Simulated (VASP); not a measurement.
# ZrC7 (P-43m) in VASP: further runs, part 2 of 2

VASP 6.6.1.

## 4. Single point, PBE

This run uses another cell than the first one, of 17.31 Å³/atom, 2.109 times its volume.

INCAR

```
SYSTEM = ZrC7
PREC     = Accurate       ! precision mode
ENCUT    = 520            ! plane-wave cutoff, eV
EDIFF    = 1E-7           ! SCF threshold, eV
ISMEAR   = 0              ! smearing method
SIGMA    = 0.1            ! smearing width, eV
LREAL    = .False.        ! projectors in reciprocal space
LASPH    = .True.         ! aspherical terms in the spheres
NELM     = 100            ! most SCF steps
ALGO     = Normal         ! electronic algorithm
ISIF     = 2              ! what is computed and relaxed
LWAVE    = .False.        ! write WAVECAR
LCHARG   = .False.        ! write CHGCAR
GGA      = PE             ! functional
NBANDS   = 30             ! bands
```

KPOINTS

```
regular mesh
0
Gamma
  4 4 4
  0 0 0
```

POSCAR

```
ZrC7
1.0
    5.1740352200      0.0000000000      0.0000000000
    0.0000000000      5.1740352200      0.0000000000
    0.0000000000      0.0000000000      5.1740352200
Zr C
1 7
Direct
    0.0000000000      0.0000000000      0.0000000000
    0.2526152100      0.2526152100      0.2526152100
    0.0000000000      0.5000000000      0.5000000000
    0.5000000000      0.5000000000      0.0000000000
    0.5000000000      0.0000000000      0.5000000000
    0.7473847900      0.2526152100      0.7473847900
    0.7473847900      0.7473847900      0.2526152100
    0.2526152100      0.7473847900      0.7473847900
```

Run with:

```bash
$ cat potpaw_PBE.64/Zr_sv/POTCAR potpaw_PBE.64/C/POTCAR > POTCAR
$ mpirun -np 1 vasp_std > vasp.out
```

Run time: 26 s. Hardware: 1 thread of Intel Xeon 6975P-C (Granite Rapids), shared host; peak memory 0.23 GiB.

Results (log left out):

| Property | Result |
| --- | --- |
| Free energy | -45.9780 eV |
| Pressure | -32.3 GPa |
| Largest force | 1.290 eV/Å |
| Band gap on the k mesh | 0.45 eV, indirect (least direct gap 0.75 eV) |

Forces in eV/Å, atoms in the order of the input:
```
Zr   0.000  0.000  0.000
C    0.745  0.745  0.745
C    0.000  0.000  0.000
C    0.000  0.000  0.000
C    0.000  0.000  0.000
C   -0.745  0.745 -0.745
C   -0.745 -0.745  0.745
C    0.745 -0.745 -0.745
```

Levels at points of the mesh, in eV from the valence-band top:
```
           k point  band 16  band 17  band 18  band 19  band 20  band 21  band 22  band 23  band 24  band 25
(0.00, 0.00, 0.00)    -1.02    -1.02    -0.30    -0.30    -0.30     0.45     0.45     0.48     2.65     2.65
(0.50, 0.00, 0.00)    -1.22    -1.22    -0.23     0.00     0.00     1.12     1.26     2.15     2.85     3.28
(0.50, 0.50, 0.00)    -0.91    -0.72    -0.45    -0.08    -0.08     1.68     1.68     2.29     2.51     2.75
(0.50, 0.50, 0.50)    -0.67    -0.67    -0.51    -0.51    -0.51     1.20     1.20     1.20     2.17     2.17
```

Caveat: forces of over 1 eV/Å act on the atoms, so gaps and moduli don't describe the material at rest. A k mesh can miss the band edges.

## 5. Single point, PBE

INCAR

```
SYSTEM = ZrC7
ALGO     = Normal         ! electronic algorithm
EDIFF    = 1E-6           ! SCF threshold, eV
ENCUT    = 520            ! plane-wave cutoff, eV
GGA      = PE             ! functional
ISIF     = 2              ! what is computed and relaxed
ISMEAR   = 0              ! smearing method
LASPH    = .True.         ! aspherical terms in the spheres
LCHARG   = .False.        ! write CHGCAR
LREAL    = .False.        ! projectors in reciprocal space
LWAVE    = .False.        ! write WAVECAR
NBANDS   = 30             ! bands
NELM     = 80             ! most SCF steps
PREC     = Accurate       ! precision mode
SIGMA    = 0.1            ! smearing width, eV
```

KPOINTS

```
k-points
0
Gamma
  4 4 4
  0 0 0
```

POSCAR

```
ZrC7
1.0
    4.0343380421      0.0000000000      0.0000000000
    0.0000000000      4.0343380421      0.0000000000
    0.0000000000      0.0000000000      4.0343380421
Zr C
1 7
Direct
    0.0000000000      0.0000000000      0.0000000000
    0.2853689872      0.2853689872      0.2853689872
    0.0000000000      0.5000000000      0.5000000000
    0.5000000000      0.5000000000      0.0000000000
    0.5000000000      0.0000000000      0.5000000000
    0.7146310128      0.2853689872      0.7146310128
    0.7146310128      0.7146310128      0.2853689872
    0.2853689872      0.7146310128      0.7146310128
```

Run with:

```bash
$ cat potpaw_PBE.64/Zr_sv/POTCAR potpaw_PBE.64/C/POTCAR > POTCAR
$ mpirun -np 1 vasp_std > vasp.out
```

It took 20 s on 1 thread of AMD EPYC 7R13 (Zen 3), shared host; peak memory 0.14 GiB.

It converged, with:

```yaml
Free_energy: -61.5537 eV
Pressure: 0.3 GPa
Largest_force: 0.018 eV/Å
Band_gap_on_the_k_mesh: 0.20 eV, indirect (least direct gap 1.58 eV)
```

Forces in eV/Å, atoms in the order of the input:
```
Zr   0.000  0.000  0.000
C    0.011  0.011  0.011
C    0.000  0.000  0.000
C    0.000  0.000  0.000
C    0.000  0.000  0.000
C   -0.011  0.011 -0.011
C   -0.011 -0.011  0.011
C    0.011 -0.011 -0.011
```

Levels at points of the mesh, in eV from the valence-band top:
| k point | band 16 | band 17 | band 18 | band 19 | band 20 | band 21 | band 22 | band 23 | band 24 | band 25 |
| --- | --- | --- | --- | --- | --- | --- | --- | --- | --- | --- |
| (0.00, 0.00, 0.00) | -4.81 | -4.81 | -1.67 | -1.67 | -1.67 | 0.20 | 0.20 | 1.67 | 1.67 | 1.67 |
| (0.50, 0.00, 0.00) | -5.45 | -4.11 | -0.83 | 0.00 | 0.00 | 1.82 | 2.80 | 3.19 | 3.32 | 4.25 |
| (0.50, 0.50, 0.00) | -3.90 | -3.52 | -0.97 | -0.15 | -0.15 | 3.15 | 3.51 | 3.51 | 3.97 | 4.49 |
| (0.50, 0.50, 0.50) | -3.57 | -3.57 | -1.34 | -1.34 | -1.34 | 2.52 | 2.52 | 2.70 | 2.70 | 2.70 |

A k mesh can miss the band edges.

## 6. Relaxation of cell and atoms, PBE

This run uses another cell than the first one, of 17.31 Å³/atom, 2.109 times its volume.

INCAR

```
PREC = Accurate
ENCUT = 600
EDIFF = 1E-7
ISMEAR = 0
SIGMA = 0.1
LREAL = F
LASPH = T
NELM = 100
ALGO = Normal
ISIF = 3
LWAVE = F
LCHARG = F
GGA = PE
IBRION = 2
NSW = 90
EDIFFG = -0.04
```

KPOINTS

```
Automatic mesh
0
Gamma
  4 4 4
```

POSCAR

```
ZrC7
1.0
    5.1740352200      0.0000000000      0.0000000000
    0.0000000000      5.1740352200      0.0000000000
    0.0000000000      0.0000000000      5.1740352200
Zr C
1 7
Direct
    0.0000000000      0.0000000000      0.0000000000
    0.2526152100      0.2526152100      0.2526152100
    0.0000000000      0.5000000000      0.5000000000
    0.5000000000      0.5000000000      0.0000000000
    0.5000000000      0.0000000000      0.5000000000
    0.7473847900      0.2526152100      0.7473847900
    0.7473847900      0.7473847900      0.2526152100
    0.2526152100      0.7473847900      0.7473847900
```

Potentials or basis: VASP PAW PBE potentials, release 64 (Zr_sv, C).

Run with:

```bash
$ cat potpaw_PBE.64/Zr_sv/POTCAR potpaw_PBE.64/C/POTCAR > POTCAR
$ mpirun -np 1 vasp_std > vasp.out
```

Run time: 5.1 min. Hardware: 1 thread of AMD EPYC 7R13 (Zen 3), shared host; peak memory 0.26 GiB.

It converged, with:

| Property | Result |
| --- | --- |
| Free energy | -61.6251 eV |
| Relaxed volume | 8.22 Å³/atom |
| Relaxed cell | a = 4.036 Å, b = 4.036 Å, c = 4.036 Å, α = 90.00°, β = 90.00°, γ = 90.00° |
| Space group after relaxing (to 0.05 Å) | P-43m (No. 215) |
| Energy gained by relaxing | 1956.0 meV/atom |
| Ionic steps | 9 |
| Pressure after relaxing | 0.0 GPa |
| Largest force after relaxing | 0.027 eV/Å |
| Band gap on the k mesh | 0.21 eV, indirect (least direct gap 1.58 eV) |

Forces on the atoms (eV/Å):
```
Zr   0.000  0.000  0.000
C    0.015  0.015  0.015
C    0.000  0.000  0.000
C    0.000  0.000  0.000
C    0.000  0.000  0.000
C   -0.015  0.015 -0.015
C   -0.015 -0.015  0.015
C    0.015 -0.015 -0.015
```

The path:
| step | energy change (eV) | largest force (eV/Å) | pressure (GPa) | volume (Å³) |
| --- | --- | --- | --- | --- |
| 1 | 0.0000 | 1.2900 | -32.31 | 138.51 |
| 2 | -12.1004 | 6.9506 | -14.44 | 79.65 |
| 3 | -12.7712 | 8.9214 | 8.55 | 69.77 |
| 4 | -14.1176 | 1.3587 | 51.12 | 55.74 |
| 5 | -15.0548 | 3.0132 | 27.35 | 60.90 |
| 6 | -15.0605 | 2.6107 | 29.05 | 60.41 |
| 7 | -15.6190 | 0.3833 | -5.70 | 67.16 |
| 8 | -15.6471 | 0.1059 | -0.29 | 65.85 |
| 9 | -15.6477 | 0.0266 | -0.05 | 65.74 |

Final structure:
```xyz
8
Lattice="4.0360 0.0000 0.0000 0.0000 4.0360 0.0000 0.0000 0.0000 4.0360" Properties=species:S:1:pos:R:3 pbc="T T T"
Zr    0.0000    0.0000    0.0000
C     1.1515    1.1515    1.1515
C     0.0000    2.0180    2.0180
C     2.0180    2.0180    0.0000
C     2.0180    0.0000    2.0180
C     2.8845    1.1515    2.8845
C     2.8845    2.8845    1.1515
C     1.1515    2.8845    2.8845
```

Levels at points of the mesh, in eV from the valence-band top:
```
           k point  band 16  band 17  band 18  band 19  band 20  band 21  band 22  band 23  band 24  band 25
(0.00, 0.00, 0.00)    -4.80    -4.80    -1.67    -1.67    -1.67     0.21     0.21     1.67     1.67     1.67
(0.50, 0.00, 0.00)    -5.44    -4.10    -0.82     0.00     0.00     1.82     2.81     3.19     3.33     4.25
(0.50, 0.50, 0.00)    -3.89    -3.51    -0.97    -0.14    -0.14     3.16     3.51     3.51     3.97     4.49
(0.50, 0.50, 0.50)    -3.57    -3.57    -1.34    -1.34    -1.34     2.52     2.52     2.70     2.70     2.70
```

Caveat: the volume moved by over 15 % at a fixed basis, so the end points are rough.

## 7. Overview

```tsv
task	cell	k mesh	cutoff (eV)	smearing	gap on the mesh (eV)	pressure (GPa)	relaxed volume (Å³/atom)	largest force (eV/Å)
single point	a = 4.034 Å, 8 atoms	10 × 10 × 10	520	gaussian 0.01 eV	0.20	0.3	-	0.02
relaxation of cell and atoms	relaxed from a = 4.034 Å, 8 atoms	10 × 10 × 10	600	gaussian 0.01 eV	0.20	0.0	8.21	-
single point	a = 5.174 Å, 8 atoms	4 × 4 × 4	520	gaussian 0.1 eV	0.45	-32.3	-	1.29
single point	a = 4.034 Å, 8 atoms	4 × 4 × 4	520	gaussian 0.1 eV	0.20	0.3	-	0.02
relaxation of cell and atoms	relaxed from a = 5.174 Å, 8 atoms	4 × 4 × 4	600	gaussian 0.1 eV	0.21	0.0	8.22	0.03
```

Alike in all rows: level PBE; potentials or basis VASP PAW PBE potentials, release 64 (Zr_sv, C); no spin polarisation.

Caveats: forces of over 1 eV/Å act on the atoms, so gaps and moduli don't describe the material at rest (some runs); the volume moved by over 15 % at a fixed basis, so the end points are rough (some runs).

Total energies depend on the potentials used, so only differences within one code and one set of settings carry meaning.
